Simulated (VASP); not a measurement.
# KZnF3 (Pm-3m) in VASP: further runs, part 2 of 2

VASP 6.6.1. The steps go on from the part before.

**3. Single point, PBEsol**

This run uses another cell than the first one, of 13.29 Å³/atom, 1.020 times its volume.

INCAR

```
PREC = Accurate ; ENCUT = 520
EDIFF = 1E-6 ; ISMEAR = -1
SIGMA = 0.05 ; LREAL = False
LASPH = True ; NELM = 60
ALGO = Normal ; ISIF = 2
LWAVE = False ; LCHARG = False
GGA = PS ; NBANDS = 29
```

KPOINTS

```
Automatic mesh
0
Gamma
  7 7 7
```

POSCAR

```
KZnF3
1.0
    4.0500000000      0.0000000000      0.0000000000
    0.0000000000      4.0500000000      0.0000000000
    0.0000000000      0.0000000000      4.0500000000
Zn K F
1 1 3
Direct
    0.5000000000      0.5000000000      0.5000000000
    0.0000000000      0.0000000000      0.0000000000
    0.5000000000      0.0000000000      0.5000000000
    0.0000000000      0.5000000000      0.5000000000
    0.5000000000      0.5000000000      0.0000000000
```

Potentials or basis: VASP PAW PBE potentials, release 64 (Zn, K_sv, F).

On the command line:

```bash
> cat potpaw_PBE.64/Zn/POTCAR potpaw_PBE.64/K_sv/POTCAR potpaw_PBE.64/F/POTCAR > POTCAR
> mpirun -np 1 vasp_std > vasp.out
```

OUTCAR:

```text
PREC = Accurate
   ENCUT = 520
   EDIFF = 1E-6
   ISMEAR = -1
   LREAL = False
   LASPH = True
   NELM = 60
   ISIF = 2
   GGA = PS

 ion  position               nearest neighbor table
   1  0.500  0.500  0.500-   3 2.02   4 2.02   5 2.02   5 2.02   3 2.02   4 2.02
   2  0.000  0.000  0.000-
   3  0.500  0.000  0.500-   1 2.02   1 2.02
   4  0.000  0.500  0.500-   1 2.02   1 2.02
   5  0.500  0.500  0.000-   1 2.02   1 2.02

  LATTYP: Found a simple cubic cell.
[... 834 lines left out ...]
  --------------------------------------------------------------------------------------
  -------------------------------------------------------------------------------------
  Total        0.2278863      0.2278863      0.2278863     -0.0000000     -0.0000000      0.0000000
  in kB        5.4962142      5.4962142      5.4962142     -0.0000000     -0.0000000      0.0000000
  external PRESSURE =       5.4962142 kB  Pullay stress =       0.0000000 kB

 VOLUME and BASIS-vectors are now :
 -----------------------------------------------------------------------------
  energy-cutoff  :      520.00
  volume of cell :       66.43
      direct lattice vectors                 reciprocal lattice vectors
     4.050000000  0.000000000  0.000000000     0.246913580  0.000000000  0.000000000
     0.000000000  4.050000000  0.000000000     0.000000000  0.246913580  0.000000000
     0.000000000  0.000000000  4.050000000     0.000000000  0.000000000  0.246913580

 POSITION                                       TOTAL-FORCE (eV/Angst)
 -----------------------------------------------------------------------------------
      2.02500      2.02500      2.02500         0.000000      0.000000      0.000000
      0.00000      0.00000      0.00000         0.000000      0.000000      0.000000
      2.02500      0.00000      2.02500         0.000000      0.000000      0.000000
      0.00000      2.02500      2.02500         0.000000      0.000000      0.000000
      2.02500      2.02500      0.00000         0.000000      0.000000      0.000000
 -----------------------------------------------------------------------------------
    total drift:                                0.000000      0.000000     -0.000000

  FREE ENERGIE OF THE ION-ELECTRON SYSTEM (eV)
  ---------------------------------------------------
  free  energy   TOTEN  =       -21.3399079349 eV

  energy  without entropy=      -21.3399079348  energy(sigma->0) =      -21.33990793
```

OSZICAR:

```text
N       E                     dE             d eps       ncg     rms          rms(c)
DAV:   1     0.429271695748E+03    0.42927E+03   -0.22098E+04  1160   0.174E+03
DAV:   2     0.170951254307E+02   -0.41218E+03   -0.38953E+03  1278   0.444E+02
DAV:   3    -0.222025555498E+02   -0.39298E+02   -0.38992E+02  1373   0.142E+02
DAV:   4    -0.232112767639E+02   -0.10087E+01   -0.10058E+01  1748   0.211E+01
DAV:   5    -0.232218327529E+02   -0.10556E-01   -0.10552E-01  1376   0.190E+00    0.107E+01
DAV:   6    -0.213296797600E+02    0.18922E+01   -0.51107E+00  1649   0.341E+01    0.703E+00
DAV:   7    -0.213704396132E+02   -0.40760E-01   -0.12622E+00  1265   0.692E+00    0.451E+00
DAV:   8    -0.213789991270E+02   -0.85595E-02   -0.48770E-01  1559   0.132E+01    0.161E+00
DAV:   9    -0.213423133594E+02    0.36686E-01   -0.86756E-02  1754   0.855E+00    0.537E-01
DAV:  10    -0.213398445487E+02    0.24688E-02   -0.54172E-02  1671   0.502E+00    0.220E-01
DAV:  11    -0.213401295014E+02   -0.28495E-03   -0.80473E-03  1275   0.706E-01    0.148E-01
DAV:  12    -0.213401993689E+02   -0.69868E-04   -0.32646E-04  1306   0.254E-01    0.146E-01
DAV:  13    -0.213398915491E+02    0.30782E-03   -0.15267E-03  1746   0.113E+00    0.147E-02
DAV:  14    -0.213399080811E+02   -0.16532E-04   -0.17900E-04  1290   0.950E-02    0.905E-03
DAV:  15    -0.213399079349E+02    0.14619E-06   -0.25202E-06  1217   0.111E-02
   1 F= -.21339908E+02 E0= -.21339908E+02  d E =-.576824E-10
```

It took 17 s on 1 thread of Intel Xeon 6975P-C (Granite Rapids), shared host; peak memory 0.18 GiB.

What came out:

| Quantity | Value |
| --- | --- |
| Free energy | -21.3399 eV |
| Pressure | 0.5 GPa |
| Band gap on the k mesh | 3.75 eV, indirect (least direct gap 5.50 eV) |

Caveat: the PAW data sets were made with another functional, which shifts forces and pressure a little.

**4. Single point, PBEsol**

This run uses another cell than the first one, of 13.55 Å³/atom, 1.041 times its volume.

INCAR

```
SYSTEM = KZnF3
ALGO = Normal
EDIFF = 1E-7
ENCUT = 520
GGA = PS
ISIF = 2
ISMEAR = -1
LASPH = .TRUE.
LCHARG = .FALSE.
LREAL = .FALSE.
LWAVE = .FALSE.
NBANDS = 29
NELM = 60
PREC = Accurate
SIGMA = 0.05
```

KPOINTS

```
k-points
0
G
  7 7 7
  0 0 0
```

Changes to POSCAR since step 3:

```diff
@@ -2,5 +2,5 @@
 1.0
-    4.0500000000      0.0000000000      0.0000000000
-    0.0000000000      4.0500000000      0.0000000000
-    0.0000000000      0.0000000000      4.0500000000
+    4.0768219737      0.0000000000      0.0000000000
+    0.0000000000      4.0768219737      0.0000000000
+    0.0000000000      0.0000000000      4.0768219737
 Zn K F
```

On the command line:

```bash
> cat potpaw_PBE.64/Zn/POTCAR potpaw_PBE.64/K_sv/POTCAR potpaw_PBE.64/F/POTCAR > POTCAR
> mpirun -np 1 vasp_std > vasp.out
```

Wall time 22 s (1 thread of Intel Xeon 6975P-C (Granite Rapids), shared host); peak memory 0.18 GiB.

Results (log left out):

* Free energy: -21.3400 eV
* Pressure: -1.1 GPa
* Band gap on the k mesh: 3.70 eV, indirect (least direct gap 5.33 eV)

Levels at points of the mesh, in eV from the valence-band top:
```
           k point  band 19  band 20  band 21  band 22  band 23  band 24
(0.00, 0.00, 0.00)    -1.63    -1.63    -1.63     3.70     8.79     8.79
```

Caveat: the PAW data sets were made with another functional, which shifts forces and pressure a little. A k mesh can miss the band edges.

**5. Single point, PBEsol**

This run uses another cell than the first one, of 13.82 Å³/atom, 1.061 times its volume.

INCAR

```
SYSTEM = KZnF3
PREC     = Accurate       ! precision mode
ENCUT    = 520            ! plane-wave cutoff, eV
EDIFF    = 1E-6           ! SCF threshold, eV
ISMEAR   = -1             ! smearing method
SIGMA    = 0.05           ! smearing width, eV
LREAL    = .FALSE.        ! projectors in reciprocal space
LASPH    = .TRUE.         ! aspherical terms in the spheres
NELM     = 60             ! most SCF steps
ALGO     = Normal         ! electronic algorithm
ISIF     = 2              ! what is computed and relaxed
LWAVE    = .FALSE.        ! write WAVECAR
LCHARG   = .FALSE.        ! write CHGCAR
GGA      = PS             ! functional
NBANDS   = 29             ! bands
```

KPOINTS

```
Automatic mesh
0
G
  7 7 7
  0 0 0
```

Changes to POSCAR since step 4:

```diff
@@ -2,5 +2,5 @@
 1.0
-    4.0768219737      0.0000000000      0.0000000000
-    0.0000000000      4.0768219737      0.0000000000
-    0.0000000000      0.0000000000      4.0768219737
+    4.1032955855      0.0000000000      0.0000000000
+    0.0000000000      4.1032955855      0.0000000000
+    0.0000000000      0.0000000000      4.1032955855
 Zn K F
```

On the command line:

```bash
> cat potpaw_PBE.64/Zn/POTCAR potpaw_PBE.64/K_sv/POTCAR potpaw_PBE.64/F/POTCAR > POTCAR
> mpirun -np 1 vasp_std > vasp.out
```

It took 14 s on 1 thread of Intel Xeon 6975P-C (Granite Rapids), shared host; peak memory 0.19 GiB.

Results (log left out):

```yaml
Free_energy: -21.3281 eV
Pressure: -2.4 GPa
Band_gap_on_the_k_mesh: 3.65 eV, indirect (least direct gap 5.18 eV)
```

Levels at points of the mesh, in eV from the valence-band top:
```csv
k point,band 19,band 20,band 21,band 22,band 23,band 24
"(0.00, 0.00, 0.00)",-1.53,-1.53,-1.53,3.65,8.87,8.87
```

Caveat: the PAW data sets were made with another functional, which shifts forces and pressure a little.

**6. Overview**

```csv
cell,gap on the mesh (eV),pressure (GPa)
"a = 4.023 Å, 5 atoms",3.80,2.2
"a = 4.050 Å, 5 atoms",3.75,0.5
"a = 4.077 Å, 5 atoms",3.70,-1.1
"a = 4.103 Å, 5 atoms",3.65,-2.4
```

Alike in all rows: task single point; level PBEsol; potentials or basis VASP PAW PBE potentials, release 64 (Zn, K_sv, F); no spin polarisation; k mesh 7 × 7 × 7; cutoff (eV) 520; smearing fermi-dirac 0.05 eV.

Caveats: the PAW data sets were made with another functional, which shifts forces and pressure a little.

Absolute energies hang on the potentials; compare differences alone.
